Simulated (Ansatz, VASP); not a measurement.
**Ga2P in VASP and in Ansatz**

```
Ga P
1.0
     2.85379    0.00000    0.00000
    -1.42690    2.47146    0.00000
     0.00000    0.00000   15.41222
Ga P
4 2
Direct
  0.33333 0.66667 0.84582
  0.33333 0.66667 0.65418
  0.66667 0.33333 0.15418
  0.66667 0.33333 0.34582
  0.00000 0.00000 0.00000
  0.00000 0.00000 0.50000
```

Change from the starting cell: species swapped into the VS2 type (P6_3/mmc, No. 194).

Alike in both runs: functional PBE; k mesh 12 × 12 × 2; occupations gaussian, width 0.1 eV; no spin polarisation.

Ansatz relaxed the structure, and its values are those at the end. VASP's run is a single point on that final structure, the one shown.

|  | VASP | Ansatz |
| --- | --- | --- |
| version | VASP 6.6.1 | Ansatz 0.2.0 |
| potentials or method | VASP PAW PBE potentials, release 64 (Ga_d, P), cutoff 520 eV | scalar-relativistic, plane waves, PAW |
| valence electrons in the cell | 62 | 62 |

```csv
,VASP,Ansatz,Ansatz less VASP
gap on the k mesh at the Fermi level (eV),none,none,-
pressure (GPa),0.0,0.0,-0.04
```

A gap of «none» marks a metal or a gap that the smearing closes. With one functional, cell and mesh, what is left measures potentials, basis and numerics.
